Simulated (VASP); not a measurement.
# Si2Mo (P1) in VASP: single point with PBE

Aim: the single point of Si2Mo with PBE.

All numbers are computed with VASP 6.6.1; they aren't measurements. Logs are shortened: lines on timing, memory, paths and dates and some standing lists are left out, and cuts for length are marked.

**1. The cell of the first run**

The typed cell holds 3 atoms: a = 4.592 Å, b = 4.518 Å, c = 4.627 Å, α = 139.75°, β = 141.45°, γ = 55.97°.

**2. Single point, PBE (atoms moved at random and the cell strained at random)**

INCAR

```
SYSTEM = Si2Mo
PREC = Accurate ; ENCUT = 520
EDIFF = 1E-7 ; ISMEAR = 0
SIGMA = 0.15 ; LREAL = .False.
LASPH = .True. ; NELM = 60
ALGO = Normal ; ISIF = 2
LWAVE = .False. ; LCHARG = .False.
GGA = PE ; NBANDS = 18
```

KPOINTS

```
Automatic mesh
0
Gamma
  14 14 14
  0 0 0
```

POSCAR

```
Si2Mo
1.0
   -1.5798041616      1.4956995443      4.0441402675
    1.4949202477     -1.4744519585      4.0007758616
    1.6519598785      1.5466076754     -4.0354586891
Si Mo
2 1
Direct
    0.2486793468      0.3386779157     -0.0703666153
    0.7053758780      0.6864145607      0.0521223605
    0.0459447752     -0.0250924764      0.0182442548
```

Potentials or basis: VASP PAW PBE potentials, release 64 (Si, Mo_sv).

Launch:

```console
$ cat potpaw_PBE.64/Si/POTCAR potpaw_PBE.64/Mo_sv/POTCAR > POTCAR
$ mpirun -np 1 vasp_std > vasp.out
```

OUTCAR:

```text
SYSTEM = Si2Mo
   PREC = Accurate
   ENCUT = 520
   EDIFF = 1E-7
   ISMEAR = 0
   LREAL = .False.
   LASPH = .True.
   NELM = 60
   ISIF = 2
   GGA = PE

 ion  position               nearest neighbor table
   1  0.249  0.339  0.930-   3 2.26   2 2.34   2 2.35   3 2.52   3 2.66   2 2.68   2 2.77   3 2.81
                             2 2.83   3 2.87
   2  0.705  0.686  0.052-   1 2.34   1 2.35   3 2.46   3 2.56   3 2.61   3 2.67   3 2.67   1 2.68
                             1 2.77   1 2.83
   3  0.046  0.975  0.018-   1 2.26   2 2.46   1 2.52   2 2.56   2 2.61   1 2.66   2 2.67   2 2.67
                             1 2.81   1 2.87

  LATTYP: Found a triclinic cell.
 ALAT       =     3.0431751570
 B/A-ratio  =     1.4048590727
 C/A-ratio  =     1.5054821438
 COS(alpha) =     0.0006284189
 COS(beta)  =     0.3527276663
 COS(gamma) =     0.6775127470

  Lattice vectors:

 A1 = (   0.0721557169,   3.0423072197,   0.0086815784)
 A2 = (  -3.0747244093,   2.9701515028,   0.0433644059)
 A3 = (   1.5670759646,   1.5678552612,   4.0094574400)

Analysis of symmetry for initial positions (statically):
=====================================================================
 Subroutine PRICEL returns:
 Original cell was already a primitive cell.

 Routine SETGRP: Setting up the symmetry group for a
 triclinic supercell.

 Subroutine GETGRP returns: Found  1 space group operations
 (whereof  1 operations were pure point group operations)
 out of a pool of  2 trial point group operations.

The static configuration has the point symmetry C_1 .

Analysis of symmetry for dynamics (positions and initial velocities):
=====================================================================
 Subroutine PRICEL returns:
 Original cell was already a primitive cell.

 Routine SETGRP: Setting up the symmetry group for a
 triclinic supercell.

 Subroutine GETGRP returns: Found  1 space group operations
 (whereof  1 operations were pure point group operations)
 out of a pool of  2 trial point group operations.

The dynamic configuration has the point symmetry C_1 .

 Subroutine INISYM returns: Found  1 space group operations
 (whereof  1 operations are pure point group operations),
 and found     1 'primitive' translations

----------------------------------------------------------------------------------------

                                     Primitive cell

  volume of cell :      38.4843

  direct lattice vectors                    reciprocal lattice vectors
    -1.579804162  1.495699544  4.044140268    -0.006172397  0.328492246  0.123369390
     1.494920248 -1.474451958  4.000775862     0.319364431 -0.007938891  0.127692765
     1.651959879  1.546607675 -4.035458689     0.310433972  0.321328280  0.002426800

  length of vectors
     4.592163849  4.518296429  4.626650362     0.350949086  0.344037946  0.446796378

  position of ions in fractional coordinates (direct lattice)
     0.248679347  0.338677916  0.929633385
     0.705375878  0.686414561  0.052122361
     0.045944775  0.974907524  0.018244255

  ion indices of the primitive-cell ions
   primitive index   ion index
                 1           1
                 2           2
                 3           3

----------------------------------------------------------------------------------------

 KPOINTS: Automatic mesh

Automatic generation of k-mesh.
 Grid dimensions read from file:
 generate k-points for:   14   14   14

 Generating k-lattice:

  Cartesian coordinates                     Fractional coordinates (reciprocal lattice)
    -0.000440886  0.023463732  0.008812099     0.071428571  0.000000000  0.000000000
     0.022811745 -0.000567064  0.009120912     0.000000000  0.071428571  0.000000000
     0.022173855  0.022952020  0.000173343    -0.000000000  0.000000000  0.071428571

  Length of vectors
     0.025067792  0.024574139  0.031914027

  Shift w.r.t. Gamma in fractional coordinates (k-lattice)
     0.000000000  0.000000000  0.000000000

 Subroutine IBZKPT returns following result:
 ===========================================

 Found   1376 irreducible k-points:

 Following reciprocal coordinates:
            Coordinates               Weight
  0.000000  0.000000  0.000000      1.000000
  0.071429 -0.000000  0.000000      2.000000
  0.142857 -0.000000  0.000000      2.000000
  0.214286 -0.000000 -0.000000      2.000000
  0.285714 -0.000000  0.000000      2.000000
  0.357143 -0.000000  0.000000      2.000000
[... 16 lines left out ...]
  0.000000  0.142857 -0.000000      2.000000
  0.071429  0.142857 -0.000000      2.000000
 [... further k-points ...]
   k-points           NKPTS =   1376   k-points in BZ     NKDIM =   1376   number of bands    NBANDS=     18
   number of dos      NEDOS =    301   number of ions     NIONS =      3
   total plane-waves  NPLWV =  46656
   dimension x,y,z NGX =    36 NGY =   36 NGZ =   36
   dimension x,y,z NGXF=    72 NGYF=   72 NGZF=   72
   ions per type =               2   1
   NGX,Y,Z   is equivalent  to a cutoff of  13.03, 13.25, 12.94 a.u.
   NGXF,Y,Z  is equivalent  to a cutoff of  26.07, 26.49, 25.87 a.u.
 SYSTEM =  Si2Mo
   PREC   = accura    normal or accurate (medium, high low for compatibility)
   ISTART =      0    job   : 0-new  1-cont  2-samecut
   ICHARG =      2    charge: 1-file 2-atom 10-const
   ISPIN  =      1    spin polarized calculation?
   LNONCOLLINEAR =      F non collinear calculations
   LSORBIT =      F    spin-orbit coupling
   LASPH  =      T    aspherical Exc in radial PAW
   ENCUT  =  520.0 eV  38.22 Ry    6.18 a.u.   8.54  8.40  8.60*2*pi/ulx,y,z
   NELM   =     60;   NELMIN=  2; NELMDL= -5     # of ELM steps
   EDIFF  = 0.1E-06   stopping-criterion for ELM
   LREAL  =      F    real-space projection
   EDIFFG = 0.1E-05   stopping-criterion for IOM
   NSW    =      0    number of steps for IOM
   IBRION =     -1    ionic relax: 0-MD 1-quasi-New 2-CG
   NFREE  =      0    steps in history (QN), initial steepest desc. (CG)
   ISIF   =      2    stress and relaxation
   ISYM   =      2    0-nonsym 1-usesym 2-fastsym
   POTIM  = 0.5000    time-step for ionic-motion
   TEBEG  =    0.0;   TEEND  =   0.0 temperature during run
   PSTRESS=    0.0 pullay stress
   NELECT =      22.0000    total number of electrons
   NUPDOWN=      -1.0000    fix difference up-down
   EMIN   =  10.00;   EMAX   =-10.00  energy-range for DOS
   EFERMI =   0.00;   METHOD = LEGACY
   ISMEAR =     0;   SIGMA  =   0.15  broadening in eV -4-tet -1-fermi 0-gaus
   EFERMI_NEDOS =   21; number of points for ismear=-14 and -15
   IALGO  =     38    algorithm
   IMIX   =      4    mixing-type and parameters
     AMIX     =   0.40;   BMIX     =  1.00
     AMIX_MAG =   1.60;   BMIX_MAG =  1.00
  volume/ion in A,a.u.               =      12.83        86.57
  Fermi-wavevector in a.u.,A,eV,Ry     =   1.358692  2.567556 25.116952  1.846044
  Thomas-Fermi vector in A             =   2.485504
   LORBIT       =      0    0 simple, 1 ext, 2 COOP (PROOUT), +10 PAW based schemes
   GGA     = PE    functional components
   LHFCALC =     F    Hartree Fock is set to
   AEXX    =    0.0000 exact exchange contribution
   IVDW    =     0    specifies the selected vdW correction
   LEPSILON=     F    determine dielectric tensor
   LRPA    =     F    only Hartree local field effects (RPA)
 non-spin polarized calculation
 Gauss-broadening in eV      SIGMA  =   0.15
  energy-cutoff  :      520.00
  volume of cell :       38.48
 maximum number of plane-waves:      1053
 NGX is ok and might be reduce to    36
   NGX = 17   NGY = 17   NGZ = 17

 number of electron      22.0000000 magnetization

 Free energy of the ion-electron system (eV)
  ---------------------------------------------------
  ext. energy  EPLUGINS =         0.00000000
  ---------------------------------------------------
  free energy    TOTEN  =       -22.15266857 eV

  energy without entropy =      -22.14710317  energy(sigma->0) =      -22.14988587

 E-fermi :  13.0685     XC(G=0): -12.6185

 val. band max:       13.0671045750   @ k =   0.5000   0.2857   0.5000
 cond. band min:      13.0701246460   @ k =  -0.2857  -0.1429   0.2857
 fundamental gap:      0.0030200710
 Fermi energy:        13.0685111964

 k-point     1 :       0.0000    0.0000    0.0000
  band No.  band energies     occupation
      1     -47.6691      2.00000
      2     -21.9892      2.00000
      3     -21.7734      2.00000
      4     -21.5877      2.00000
      5      -1.0422      2.00000
      6       6.3756      2.00000
[... 10 lines left out ...]
     17      18.3376      0.00000
     18      19.1180      0.00000

 k-point     2 :       0.0714   -0.0000    0.0000
  band No.  band energies     occupation
      1     -47.6674      2.00000
      2     -21.9885      2.00000
      3     -21.7716      2.00000
      4     -21.6070      2.00000
      5      -0.9473      2.00000
      6       6.3742      2.00000
[... 10 lines left out ...]
     17      18.1876      0.00000
     18      19.6583      0.00000

 k-point     3 :       0.1429   -0.0000    0.0000
  band No.  band energies     occupation
      1     -47.6626      2.00000
      2     -21.9872      2.00000
      3     -21.7671      2.00000
      4     -21.6593      2.00000
      5      -0.6674      2.00000
      6       6.3458      2.00000
[... 10 lines left out ...]
     17      18.9669      0.00000
     18      20.7667      0.00000

 k-point     4 :       0.2143   -0.0000   -0.0000
  band No.  band energies     occupation
      1     -47.6557      2.00000
      2     -21.9890      2.00000
      3     -21.7653      2.00000
      4     -21.7256      2.00000
      5      -0.2173      2.00000
      6       6.2054      2.00000
[... 375 lines left out ...]
      4     -21.6057      2.00000
      5      -0.8661      2.00000
      6       6.5515      2.00000
[... 10 lines left out ...]
     17      18.3169      0.00000
     18      19.6479      0.00000

 k-point    23 :       0.0000    0.1429   -0.0000
  band No.  band energies     occupation
      1     -47.6646      2.00000
      2     -21.9845      2.00000
      3     -21.8325      2.00000
      4     -21.5834      2.00000
      5      -0.6612      2.00000
      6       6.3458      2.00000
[... 10 lines left out ...]
     17      19.6028      0.00000
     18      20.2068      0.00000

 k-point    24 :       0.0714    0.1429   -0.0000
  band No.  band energies     occupation
      1     -47.6629      2.00000
      2     -21.9844      2.00000
      3     -21.8295      2.00000
      4     -21.6028      2.00000
      5      -0.5416      2.00000
      6       6.0735      2.00000
[... 10 lines left out ...]
     17      19.7352      0.00000
     18      20.5290      0.00000

 [... further k-points ...]
[... 5 lines left out ...]
  --------------------------------------------------------------------------------------
  -------------------------------------------------------------------------------------
  Total        6.9485690      6.8106907      2.1648910     -3.2209384     -0.5940016      2.0735170
  in kB      289.2822725    283.5421322     90.1285705   -134.0938499    -24.7294263     86.3244937
  external PRESSURE =     220.9843251 kB  Pullay stress =       0.0000000 kB

 VOLUME and BASIS-vectors are now :
 -----------------------------------------------------------------------------
  energy-cutoff  :      520.00
  volume of cell :       38.48
      direct lattice vectors                 reciprocal lattice vectors
    -1.579804162  1.495699544  4.044140268    -0.006172397  0.328492246  0.123369390
     1.494920248 -1.474451958  4.000775862     0.319364431 -0.007938891  0.127692765
     1.651959879  1.546607675 -4.035458689     0.310433972  0.321328280  0.002426800

 POSITION                                       TOTAL-FORCE (eV/Angst)
 -----------------------------------------------------------------------------------
      1.64915      1.31036     -1.39083        -1.568315      3.582989     -0.178943
     -0.00212      0.12356      5.38849        -0.736511     -1.118268     -1.124165
      1.41496     -1.34052      4.01257         2.304826     -2.464722      1.303108
 -----------------------------------------------------------------------------------
    total drift:                               -0.000077      0.000122     -0.000108

  FREE ENERGIE OF THE ION-ELECTRON SYSTEM (eV)
  ---------------------------------------------------
  free  energy   TOTEN  =       -22.1526685669 eV

  energy  without entropy=      -22.1471031750  energy(sigma->0) =      -22.14988587
```

Wall time 12 min (1 thread of Intel Xeon 6975P-C (Granite Rapids), shared host); peak memory 0.93 GiB.

Results:

```
Free energy            : -22.1527 eV
Pressure               : 22.1 GPa
Largest force          : 3.915 eV/Å
Band gap on the k mesh : zero (band 11 reaches 13.71 eV, above the bottom of band 12 at 12.66 eV)
```

Forces in eV/Å, atoms in the order of the input:
```
Si  -1.568  3.583 -0.179
Si  -0.737 -1.118 -1.124
Mo   2.305 -2.465  1.303
```

Stress tensor (GPa, compression positive):
```
 28.93 -13.41   8.63
-13.41  28.35  -2.47
  8.63  -2.47   9.01
```

Levels at points of the mesh, in eV from the Fermi level:
| k point | band 9 | band 10 | band 11 | band 12 | band 13 | band 14 |
| --- | --- | --- | --- | --- | --- | --- |
| (0.00, 0.00, 0.00) | -3.27 | -1.99 | 0.64 | 2.07 | 2.72 | 3.56 |
| (0.50, 0.00, 0.00) | -3.12 | -2.75 | -0.78 | 2.46 | 3.70 | 4.09 |
| (0.00, 0.50, 0.00) | -3.19 | -1.78 | -0.33 | 2.11 | 3.48 | 4.01 |
| (0.50, 0.50, 0.00) | -4.57 | -3.67 | -1.36 | 2.07 | 2.50 | 2.74 |
| (0.00, 0.00, 0.50) | -4.55 | -3.53 | -0.69 | 1.87 | 2.49 | 2.86 |
| (0.50, 0.00, 0.50) | -3.17 | -1.78 | -0.36 | 2.23 | 3.07 | 3.61 |
| (0.00, 0.50, 0.50) | -3.08 | -2.27 | -0.95 | 1.64 | 2.67 | 3.60 |
| (0.50, 0.50, 0.50) | -1.43 | -0.87 | -0.38 | 0.62 | 0.93 | 3.62 |

Caveat: the cell differs from its parent crystal (atoms moved at random and the cell strained at random); forces of over 1 eV/Å act on the atoms, so gaps and moduli don't describe the material at rest.
